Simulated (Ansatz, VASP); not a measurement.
## One calculation of BaTiO3, two programs

The input INCAR:

```
SYSTEM = BaTiO3
PREC     = Accurate       ! precision mode
ENCUT    = 520            ! plane-wave cutoff, eV
EDIFF    = 1E-8           ! SCF threshold, eV
ISMEAR   = -1             ! smearing method
SIGMA    = 0.05           ! smearing width, eV
LREAL    = .False.        ! projectors in reciprocal space
LASPH    = .True.         ! aspherical terms in the spheres
NELM     = 100            ! most SCF steps
ALGO     = Normal         ! electronic algorithm
ISIF     = 2              ! what is computed and relaxed
LWAVE    = .False.        ! write WAVECAR
LCHARG   = .False.        ! write CHGCAR
LEFG     = .True.       
NBANDS   = 28             ! bands
```

The input KPOINTS:

```
regular mesh
0
Gamma
  8 8 8
  0 0 0
```

Contents of POSCAR:

```
BaTiO3
1.0
    3.9531406582      0.0000000000      0.0000000000
    0.0000000000      3.9531406582      0.0000000000
    0.0000000000      0.0000000000      3.9531406582
Ba Ti O
1 1 3
Direct
    0.5000000000      0.5000000000      0.5000000000
    0.0000000000      0.0000000000      0.0000000000
    0.5000000000      0.0000000000      0.0000000000
    0.0000000000      0.5000000000      0.0000000000
    0.0000000000      0.0000000000      0.5000000000
```

Input for Ansatz:

```yaml
crystal:
  lattice:
    - [3.9531406582, 0.0, 0.0]
    - [0.0, 3.9531406582, 0.0]
    - [0.0, 0.0, 3.9531406582]
  atoms:
    - { symbol: Ba, position: [0.5, 0.5, 0.5] }
    - { symbol: Ti, position: [0.0, 0.0, 0.0] }
    - { symbol: O, position: [0.5, 0.0, 0.0] }
    - { symbol: O, position: [0.0, 0.5, 0.0] }
    - { symbol: O, position: [0.0, 0.0, 0.5] }
kpoints:
  mp_grid: { grid: [8, 8, 8] }
scf:
  occupations: { method: fermi_dirac, width: 0.05 }
hamiltonian:
  xc: lda
  pseudopotentials: { kind: all_electron, datasets: crystal }
output:
  forces: true
  stress: true
  eigenvalues: true
  efg: { contact_densities: true }
```

Change from the starting cell: volume scaled by 0.96, crystal datasets.

Alike in both runs: task electric field gradients; functional LDA; k mesh 8 × 8 × 8; occupations fermi-dirac, width 0.05 eV; no spin polarisation.

```csv
,VASP,Ansatz
version,VASP 6.6.1,Ansatz 0.2.0
potentials or method,"VASP PAW LDA potentials, release 64 (Ba_sv, Ti_sv, O), cutoff 520 eV","all-electron PAW with datasets made for the crystal, scalar-relativistic"
```

VASP gave:

* pressure (GPa): -0.3
* size of Vzz on the site where it differs most (V/Å²): 18.1

**Question.** What did Ansatz give for the same quantities?

**Answer.** Pressure (GPa): -2.6; size of Vzz on the site where it differs most (V/Å²): 18.5.

LDA's correlation is that of Perdew and Zunger in VASP and of Perdew and Wang (1992) in Ansatz. Ansatz ran all-electron here, and VASP with PAW potentials.

Neither program's run includes spin-orbit coupling.
